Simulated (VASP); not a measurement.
Wanted: the native input for a VASP 6.6.1 run.

```yaml
Task: single point
Functional: LDA
Potentials_or_basis: VASP PAW LDA potentials, release 64 (Au)
Cutoff: 520 eV
k_mesh: 18 × 18 × 16
Occupations: fermi-dirac, width 0.05 eV
Spin: no spin polarisation
Dipole_correction: no
Further_INCAR_settings: ALGO = Normal; EDIFF = 1e-06; NBANDS = 12
```

The structure of Au lies in POSCAR:

```
Au
1.0
    2.4503766618      0.0000000000      0.0000000000
   -1.2251883309      2.1220884380      0.0000000000
    0.0000000000      0.0000000000      2.3754523246
Au
1
Direct
    0.0000000000      0.0000000000      0.0000000000
```

One way to write it, as run:

INCAR

```
ALGO = Normal
EDIFF = 1E-6
ENCUT = 520
GGA = CA
ISIF = 2
ISMEAR = -1
LASPH = True
LCHARG = True
LELF = True
LREAL = False
LVHAR = True
LWAVE = False
NBANDS = 12
NELM = 60
PREC = Accurate
SIGMA = 0.05
```

KPOINTS

```
k-points
0
Gamma
  18 18 16
```

Potentials or basis: VASP PAW LDA potentials, release 64 (Au).

Run with:

```bash
$ cat potpaw_LDA.64/Au/POTCAR > POTCAR
$ mpirun -np 1 vasp_std > vasp.out
```

Results of the run:

```json
{
 "Pressure": "172.4 GPa"
}
```

Run time: 24 s on 1 thread of Intel(R) Xeon(R) Platinum 8375C CPU @ 2.90GHz (Ice Lake) (shared host), peak memory 0.16 GiB.
